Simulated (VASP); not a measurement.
# CdF2 in VASP: one cell, several levels of theory

Aim: gap, levels, forces and stress of CdF2 built on the fluorite prototype, under +1.0 % equal strain in all directions at fixed geometry. Runs: PBE, r2SCAN. The results are then set beside those of Ansatz 0.2.0 for the same cell.

The runs shown are made with VASP 6.6.1. PAW datasets, plane waves. Computed at 0 K without zero-point motion; spin polarisation is off.

### Step 1. The structure to begin with

The cell comes from an earlier relaxation with r2SCAN in another program.

It is cubic, Fm-3m (No. 225); conventional cell a = 5.442 Å, 13.43 Å³ an atom. Cd has 8 F at 2.36 Å; F has 4 Cd at 2.36 Å.

The structure in full:

```xyz
3
Lattice="0.0000 2.7211 2.7211 2.7211 0.0000 2.7211 2.7211 2.7211 0.0000" Properties=species:S:1:pos:R:3 pbc="T T T"
Cd    0.0000    0.0000    0.0000
F     1.3606    1.3606    1.3606
F     4.0817    4.0817    4.0817
```

### Step 2. PBE

INCAR reads:

```
ENCUT = 520.000000
SIGMA = 0.020000
EDIFF = 1.00e-07
GGA = PE
PREC = Accurate
IBRION = -1
ISIF = 2
ISMEAR = -1
NBANDS = 20
NELM = 120
NSW = 0
LASPH = .TRUE.
LCHARG = .FALSE.
LWAVE = .FALSE.
LREAL = .FALSE.
```

KPOINTS reads:

```
KPOINTS created by Atomic Simulation Environment
0
Gamma
8 8 8
0 0 0
```

KPOINTS_OPT reads:

```
special points
7
Reciprocal
0.0000000000 0.0000000000 0.0000000000 1
0.5000000000 0.0000000000 0.5000000000 1
0.6250000000 0.2500000000 0.6250000000 1
0.3750000000 0.3750000000 0.7500000000 1
0.5000000000 0.5000000000 0.5000000000 1
0.5000000000 0.2500000000 0.7500000000 1
0.2500000000 -0.5000000000 -0.2500000000 1
```

POSCAR reads:

```
Cd F
 1.0000000000000000
     0.0000000000000000    2.7211194579000000    2.7211194579000000
     2.7211194579000000    0.0000000000000000    2.7211194579000000
     2.7211194579000000    2.7211194579000000    0.0000000000000000
 Cd  F
   1   2
Cartesian
  0.0000000000000000  0.0000000000000000  0.0000000000000000
  1.3605597289500000  1.3605597289500000  1.3605597289500000
  4.0816791868499998  4.0816791868499998  4.0816791868499998
```

The run uses the recommended PBE PAW datasets (26 valence electrons a neutral cell).

Command:

```console
$ mpirun -np 1 vasp_std
```

Standard output, without the iteration lines:

```text
POSCAR found type information on POSCAR CdF
 POSCAR found :  2 types and       3 ions
 LDA part: xc-table for (Slater+PW92), standard interpolation
 POSCAR, INCAR and KPOINTS ok, starting setup
 FFT: planning ... GRIDC
 FFT: planning ... GRID_SOFT
 FFT: planning ... GRID
 WAVECAR not read
 entering main loop
 Start KPOINTS_OPT (optional k-point list driver)
k-point batch [1-7\7]
```

OSZICAR:

```text
N       E                     dE             d eps       ncg     rms          rms(c)
DAV:   1     0.193057443121E+03    0.19306E+03   -0.15573E+04  1208   0.131E+03
DAV:   2    -0.451359575977E+01   -0.19757E+03   -0.19109E+03  1264   0.343E+02
DAV:   3    -0.126093053855E+02   -0.80957E+01   -0.80749E+01  1340   0.755E+01
DAV:   4    -0.126439214749E+02   -0.34616E-01   -0.34614E-01  1236   0.506E+00
DAV:   5    -0.126440524558E+02   -0.13098E-03   -0.13098E-03  1316   0.276E-01    0.987E+00
DAV:   6    -0.108664867759E+02    0.17776E+01   -0.40925E+00  1476   0.382E+01    0.712E+00
DAV:   7    -0.109119164818E+02   -0.45430E-01   -0.91107E-01  1192   0.858E+00    0.404E+00
DAV:   8    -0.109031738852E+02    0.87426E-02   -0.14602E-01  1188   0.349E+00    0.727E-01
DAV:   9    -0.108940002681E+02    0.91736E-02   -0.35059E-02  1404   0.222E+00    0.920E-02
DAV:  10    -0.108945556371E+02   -0.55537E-03   -0.29379E-03  1196   0.613E-01    0.124E-01
DAV:  11    -0.108946597412E+02   -0.10410E-03   -0.16550E-04  1268   0.131E-01    0.418E-02
DAV:  12    -0.108946820408E+02   -0.22300E-04   -0.53552E-05  1184   0.616E-02    0.185E-02
DAV:  13    -0.108946838839E+02   -0.18431E-05   -0.78820E-06  1236   0.228E-02    0.388E-03
DAV:  14    -0.108946835781E+02    0.30577E-06   -0.77509E-07  1276   0.108E-02    0.136E-03
DAV:  15    -0.108946836130E+02   -0.34887E-07   -0.88897E-08  1012   0.273E-03
   1 F= -.10894684E+02 E0= -.10894684E+02  d E =-.374078E-10
       N       E                     dE             ncg
DAV:   1     0.966764120550E+03   -0.58079E+04      288
DAV:   2    -0.390993979488E+03   -0.13578E+04      304
DAV:   3    -0.448952110962E+03   -0.57958E+02      316
DAV:   4    -0.449193393117E+03   -0.24128E+00      296
DAV:   5    -0.449194314532E+03   -0.92141E-03      308
DAV:   6    -0.449194319405E+03   -0.48735E-05      304
DAV:   7    -0.449194319433E+03   -0.28049E-07      208
```

The lines after F= are the extra pass for the points of KPOINTS_OPT, at fixed density; their E is not a total energy.

Parts of OUTCAR:

```text
k-points           NKPTS =     29   k-points in BZ     NKDIM =     29   number of bands    NBANDS=     20

   NELECT =      26.0000    total number of electrons

   dimension x,y,z NGX =    30 NGY =   30 NGZ =   30
   dimension x,y,z NGXF=    60 NGYF=   60 NGZF=   60

  energy-cutoff  :      520.00
  volume of cell :       40.30
      direct lattice vectors                 reciprocal lattice vectors
     0.000000000  2.721119458  2.721119458    -0.183747905  0.183747905  0.183747905
     2.721119458  0.000000000  2.721119458     0.183747905 -0.183747905  0.183747905
     2.721119458  2.721119458  0.000000000     0.183747905  0.183747905 -0.183747905

 k-points in reciprocal lattice and weights: KPOINTS created by Atomic Simulation Env
   0.00000000  0.00000000  0.00000000       0.002
   0.12500000  0.00000000  0.00000000       0.016
   0.25000000  0.00000000  0.00000000       0.016
   0.37500000  0.00000000  0.00000000       0.016
   0.50000000  0.00000000  0.00000000       0.008
   0.12500000  0.12500000  0.00000000       0.012
   0.25000000  0.12500000  0.00000000       0.047
   0.37500000  0.12500000  0.00000000       0.047
[... 21 more k-points ...]

 E-fermi :  -1.1372

 k-point     1 :       0.0000    0.0000    0.0000
  band No.  band energies     occupation
      1     -22.1750      2.00000
      2     -21.1520      2.00000
      3      -7.0636      2.00000
      4      -7.0636      2.00000
      5      -7.0636      2.00000
      6      -5.9833      2.00000
      7      -5.9833      2.00000
      8      -2.4304      2.00000
      9      -2.4304      2.00000
     10      -2.4304      2.00000
     11      -2.0680      2.00000
     12      -2.0680      2.00000
     13      -2.0680      2.00000
     14       1.4288      0.00000
     15      11.0245      0.00000
     16      11.0245      0.00000
     17      11.0245      0.00000
     18      15.8321      0.00000
     19      18.1470      0.00000
     20      18.1470      0.00000

 k-point     2 :       0.1250    0.0000    0.0000
  band No.  band energies     occupation
      1     -22.1296      2.00000
      2     -21.1923      2.00000
      3      -7.0092      2.00000
      4      -7.0092      2.00000
      5      -6.9105      2.00000
      6      -5.9983      2.00000
      7      -5.9983      2.00000
      8      -2.9046      2.00000
      9      -2.5429      2.00000
     10      -2.5429      2.00000
     11      -2.1533      2.00000
     12      -2.0449      2.00000
     13      -2.0449      2.00000
     14       1.9981      0.00000
     15      10.3151      0.00000
     16      11.2414      0.00000
     17      11.2414      0.00000
     18      16.8211      0.00000
     19      17.7405      0.00000
     20      17.7405      0.00000

 k-point     3 :       0.2500    0.0000    0.0000
  band No.  band energies     occupation
      1     -22.0048      2.00000
      2     -21.3031      2.00000
      3      -6.8849      2.00000
      4      -6.8849      2.00000
      5      -6.5023      2.00000
      6      -6.0094      2.00000
      7      -6.0094      2.00000
      8      -3.6127      2.00000
      9      -2.8200      2.00000
     10      -2.8200      2.00000
     11      -2.6365      2.00000
     12      -2.0004      2.00000
     13      -2.0004      2.00000
     14       3.2693      0.00000
     15       9.1469      0.00000
     16      11.7992      0.00000
     17      11.7992      0.00000
     18      17.0728      0.00000
     19      17.0728      0.00000
     20      17.7287      0.00000

 k-point     4 :       0.3750    0.0000    0.0000
  band No.  band energies     occupation
      1     -21.8326      2.00000
      2     -21.4583      2.00000
      3      -6.7847      2.00000
      4      -6.7847      2.00000
      5      -6.0023      2.00000
      6      -5.9627      2.00000
      7      -5.9627      2.00000
      8      -4.0865      2.00000
      9      -3.2921      2.00000
     10      -3.1228      2.00000
     11      -3.1228      2.00000
     12      -1.9625      2.00000
     13      -1.9625      2.00000
     14       4.6474      0.00000
     15       8.1101      0.00000
     16      12.4203      0.00000
     17      12.4203      0.00000
     18      16.6043      0.00000
     19      16.6043      0.00000
     20      17.2925      0.00000

[... the tables of k-points 5 to 29 left out ...]

  Total        0.6852373      0.6852373      0.6852373     -0.0000000      0.0000000      0.0000000
  in kB       27.2444939     27.2444939     27.2444939     -0.0000000      0.0000000      0.0000000
  external PRESSURE =      27.2444939 kB  Pullay stress =       0.0000000 kB

 POSITION                                       TOTAL-FORCE (eV/Angst)
 -----------------------------------------------------------------------------------
      0.00000      0.00000      0.00000        -0.000000     -0.000000      0.000000
      1.36056      1.36056      1.36056         0.000000      0.000000     -0.000000
      4.08168      4.08168      4.08168        -0.000000     -0.000000      0.000000
 -----------------------------------------------------------------------------------
    total drift:                                0.000000     -0.000000      0.000000

  FREE ENERGIE OF THE ION-ELECTRON SYSTEM (eV)
  ---------------------------------------------------
  free  energy   TOTEN  =       -10.8946836130 eV

  energy  without entropy=      -10.8946836129  energy(sigma->0) =      -10.89468361
```

Hardware: 1 MPI rank of Intel Xeon Platinum 8488C, shared host.

The levels at the points of KPOINTS_OPT are read from vasprun.xml.

Band energies at the special points (eV, zero at the top of v, the last band that the electrons fill by count):

```csv
point,v−1,v,c,c+1
Γ,-0.54,-0.54,2.96,12.56
X,-0.09,-0.09,7.76,9.49
U,-0.31,-0.20,7.71,10.55
K,-0.31,-0.20,7.71,10.55
L,-0.42,-0.42,6.95,9.06
W,-0.53,0.00,7.82,11.42
```

Gap with PBE: 2.96 eV, valence top at W, conduction bottom at Γ. Least direct gap: 3.50 eV. Pressure: 2.72 GPa; the forces vanish within 0.01 eV/Å.

### Step 3. Single point with r2SCAN

INCAR reads:

```
ENCUT = 520.000000
SIGMA = 0.010000
EDIFF = 1.00e-07
ALGO = Normal
METAGGA = R2SCAN
PREC = Accurate
IBRION = -1
ISIF = 2
ISMEAR = 0
NBANDS = 20
NELM = 120
NSW = 0
LASPH = .TRUE.
LCHARG = .FALSE.
LWAVE = .FALSE.
LREAL = .FALSE.
```

KPOINTS is that of step 2.

KPOINTS_OPT is that of step 2.

POSCAR is that of step 2.

Command:

```console
$ mpirun -np 1 vasp_std
```

Printed to the terminal (iteration lines stand in OSZICAR):

```text
POSCAR found type information on POSCAR CdF
 POSCAR found :  2 types and       3 ions
 -----------------------------------------------------------------------------
|                                                                             |
|                                                                             |
|     You enforced a specific xc type in the INCAR file but a different       |
|     I HOPE YOU KNOW WHAT YOU ARE DOING!                                     |
|                                                                             |
 -----------------------------------------------------------------------------

 LDA part: xc-table for (None), standard interpolation
 POSCAR, INCAR and KPOINTS ok, starting setup
 FFT: planning ... GRIDC
 FFT: planning ... GRID_SOFT
 FFT: planning ... GRID
 WAVECAR not read
 entering main loop
 Start KPOINTS_OPT (optional k-point list driver)
k-point batch [1-7\7]
```

OSZICAR:

```text
N       E                     dE             d eps       ncg     rms          rms(c)
DAV:   1     0.167204391625E+03    0.16720E+03   -0.15747E+04  1208   0.133E+03
DAV:   2    -0.348774860070E+02   -0.20208E+03   -0.19523E+03  1264   0.349E+02
DAV:   3    -0.431750972977E+02   -0.82976E+01   -0.82762E+01  1340   0.773E+01
DAV:   4    -0.432080307596E+02   -0.32933E-01   -0.32932E-01  1244   0.500E+00
DAV:   5    -0.432081446433E+02   -0.11388E-03   -0.11388E-03  1316   0.271E-01    0.828E+00
DAV:   6    -0.336655306769E+02    0.95426E+01   -0.39247E+00  1212   0.431E+01    0.911E+00
DAV:   7    -0.336903776025E+02   -0.24847E-01   -0.14258E+00  1224   0.103E+01    0.483E+00
DAV:   8    -0.337211901020E+02   -0.30812E-01   -0.16705E-01  1264   0.544E+00    0.167E+00
DAV:   9    -0.337152808199E+02    0.59093E-02   -0.64675E-02  1176   0.254E+00    0.259E-01
DAV:  10    -0.337164588832E+02   -0.11781E-02   -0.71121E-03  1268   0.771E-01    0.294E-01
DAV:  11    -0.337164416609E+02    0.17222E-04   -0.24554E-03  1204   0.457E-01    0.136E-01
DAV:  12    -0.337163858631E+02    0.55798E-04   -0.13058E-04  1240   0.190E-01    0.406E-02
DAV:  13    -0.337163705055E+02    0.15358E-04   -0.27830E-05  1300   0.553E-02    0.192E-02
DAV:  14    -0.337163659588E+02    0.45468E-05   -0.45799E-05  1228   0.614E-02    0.154E-02
DAV:  15    -0.337163646341E+02    0.13247E-05   -0.14709E-06  1212   0.106E-02    0.733E-03
DAV:  16    -0.337163642930E+02    0.34114E-06   -0.95847E-07  1196   0.890E-03    0.640E-04
DAV:  17    -0.337163643457E+02   -0.52740E-07   -0.41266E-08   652   0.183E-03
   1 F= -.33716364E+02 E0= -.33716364E+02  d E =-.258179E-28
       N       E                     dE             ncg
DAV:   1     0.871474184238E+03   -0.59032E+04      288
DAV:   2    -0.524218530471E+03   -0.13957E+04      300
DAV:   3    -0.581814785851E+03   -0.57596E+02      320
DAV:   4    -0.582029854579E+03   -0.21507E+00      292
DAV:   5    -0.582030602951E+03   -0.74837E-03      308
DAV:   6    -0.582030606762E+03   -0.38107E-05      300
DAV:   7    -0.582030606784E+03   -0.22095E-07      204
```

OUTCAR, selected sections:

```text
k-points           NKPTS =     29   k-points in BZ     NKDIM =     29   number of bands    NBANDS=     20

   NELECT =      26.0000    total number of electrons

   dimension x,y,z NGX =    30 NGY =   30 NGZ =   30
   dimension x,y,z NGXF=    60 NGYF=   60 NGZF=   60

  energy-cutoff  :      520.00
  volume of cell :       40.30
      direct lattice vectors                 reciprocal lattice vectors
     0.000000000  2.721119458  2.721119458    -0.183747905  0.183747905  0.183747905
     2.721119458  0.000000000  2.721119458     0.183747905 -0.183747905  0.183747905
     2.721119458  2.721119458  0.000000000     0.183747905  0.183747905 -0.183747905

 k-points in reciprocal lattice and weights: KPOINTS created by Atomic Simulation Env
   0.00000000  0.00000000  0.00000000       0.002
   0.12500000  0.00000000  0.00000000       0.016
   0.25000000  0.00000000  0.00000000       0.016
   0.37500000  0.00000000  0.00000000       0.016
   0.50000000  0.00000000  0.00000000       0.008
   0.12500000  0.12500000  0.00000000       0.012
   0.25000000  0.12500000  0.00000000       0.047
   0.37500000  0.12500000  0.00000000       0.047
[... 21 more k-points ...]

 E-fermi :  -2.0122

 k-point     1 :       0.0000    0.0000    0.0000
  band No.  band energies     occupation
      1     -23.8626      2.00000
      2     -22.8752      2.00000
      3      -7.6314      2.00000
      4      -7.6314      2.00000
      5      -7.6314      2.00000
      6      -6.5264      2.00000
      7      -6.5264      2.00000
      8      -3.0004      2.00000
      9      -3.0003      2.00000
     10      -3.0003      2.00000
     11      -2.6288      2.00000
     12      -2.6288      2.00000
     13      -2.6288      2.00000
     14       1.5541      0.00000
     15      11.3681      0.00000
     16      11.3681      0.00000
     17      11.3681      0.00000
     18      15.5497      0.00000
     19      18.5414      0.00000
     20      18.5414      0.00000

 k-point     2 :       0.1250    0.0000    0.0000
  band No.  band energies     occupation
      1     -23.8191      2.00000
      2     -22.9142      2.00000
      3      -7.5761      2.00000
      4      -7.5761      2.00000
      5      -7.4760      2.00000
      6      -6.5420      2.00000
      7      -6.5420      2.00000
      8      -3.4470      2.00000
      9      -3.1107      2.00000
     10      -3.1107      2.00000
     11      -2.7067      2.00000
     12      -2.6065      2.00000
     13      -2.6065      2.00000
     14       2.1033      0.00000
     15      10.5461      0.00000
     16      11.5996      0.00000
     17      11.5996      0.00000
     18      16.6734      0.00000
     19      18.1173      0.00000
     20      18.1173      0.00000

 k-point     3 :       0.2500    0.0000    0.0000
  band No.  band energies     occupation
      1     -23.6996      2.00000
      2     -23.0215      2.00000
      3      -7.4495      2.00000
      4      -7.4495      2.00000
      5      -7.0608      2.00000
      6      -6.5543      2.00000
      7      -6.5542      2.00000
      8      -4.1284      2.00000
      9      -3.3853      2.00000
     10      -3.3853      2.00000
     11      -3.1787      2.00000
     12      -2.5621      2.00000
     13      -2.5621      2.00000
     14       3.3791      0.00000
     15       9.2762      0.00000
     16      12.2037      0.00000
     17      12.2037      0.00000
     18      17.3999      0.00000
     19      17.3999      0.00000
     20      17.8124      0.00000

 k-point     4 :       0.3750    0.0000    0.0000
  band No.  band energies     occupation
      1     -23.5341      2.00000
      2     -23.1724      2.00000
      3      -7.3468      2.00000
      4      -7.3468      2.00000
      5      -6.5503      2.00000
      6      -6.5080      2.00000
      7      -6.5079      2.00000
      8      -4.5858      2.00000
      9      -3.8388      2.00000
     10      -3.6871      2.00000
     11      -3.6871      2.00000
     12      -2.5237      2.00000
     13      -2.5237      2.00000
     14       4.8140      0.00000
     15       8.1667      0.00000
     16      12.8988      0.00000
     17      12.8988      0.00000
     18      16.8576      0.00000
     19      16.8576      0.00000
     20      17.4591      0.00000

[... the tables of k-points 5 to 29 left out ...]

  Total       -0.5817107     -0.5817107     -0.5817107     -0.0000000     -0.0000000      0.0000000
  in kB      -23.1283586    -23.1283586    -23.1283586     -0.0000000     -0.0000000      0.0000000
  external PRESSURE =     -23.1283586 kB  Pullay stress =       0.0000000 kB

 POSITION                                       TOTAL-FORCE (eV/Angst)
 -----------------------------------------------------------------------------------
      0.00000      0.00000      0.00000         0.000000     -0.000000      0.000000
      1.36056      1.36056      1.36056         0.000000      0.000000     -0.000000
      4.08168      4.08168      4.08168        -0.000000      0.000000      0.000000
 -----------------------------------------------------------------------------------
    total drift:                                0.000000     -0.000000      0.000000

  FREE ENERGIE OF THE ION-ELECTRON SYSTEM (eV)
  ---------------------------------------------------
  free  energy   TOTEN  =       -33.7163643457 eV

  energy  without entropy=      -33.7163643457  energy(sigma->0) =      -33.71636435
```

Hardware: 1 MPI rank of Intel Xeon Platinum 8488C, shared host.

The levels at the points of KPOINTS_OPT are read from vasprun.xml.

Near the gap, in eV above the top of the last filled band v; c is the band after it:

```csv
point,v−1,v,c,c+1
Γ,-0.54,-0.54,3.64,13.46
X,-0.09,-0.09,8.62,10.37
U,-0.32,-0.20,8.56,11.44
K,-0.32,-0.20,8.56,11.44
L,-0.42,-0.42,7.75,9.59
W,-0.55,0.00,8.68,11.78
```

The r2SCAN gap is 3.64 eV and indirect (W to Γ), with 4.18 eV as the least direct one. The pressure is -2.31 GPa; the forces vanish within 0.01 eV/Å.

### Step 4. What came out

```
 level  gap (eV)  pressure (GPa)  Ansatz: gap (eV)  Ansatz: pressure (GPa)
   PBE      2.96            2.72              2.99                    2.12
r2SCAN      3.64           -2.31              3.68                   -3.13
```

**Reading.** The gap runs from 2.96 eV (PBE) to 3.64 eV (r2SCAN). At this one volume the pressure spans -2.3 GPa (r2SCAN) to 2.7 GPa (PBE): PBE wants the largest cell and r2SCAN the smallest. The two programs agree on the gap within 0.05 eV, far less than the spread between functionals. Datasets and cutoffs are each program's own. VASP's cell holds 26 valence electrons and Ansatz's 34.

VASP's potentials hold 26 valence electrons a cell and Ansatz's 34, so a difference between the two programs can come from the potentials and not from the codes.
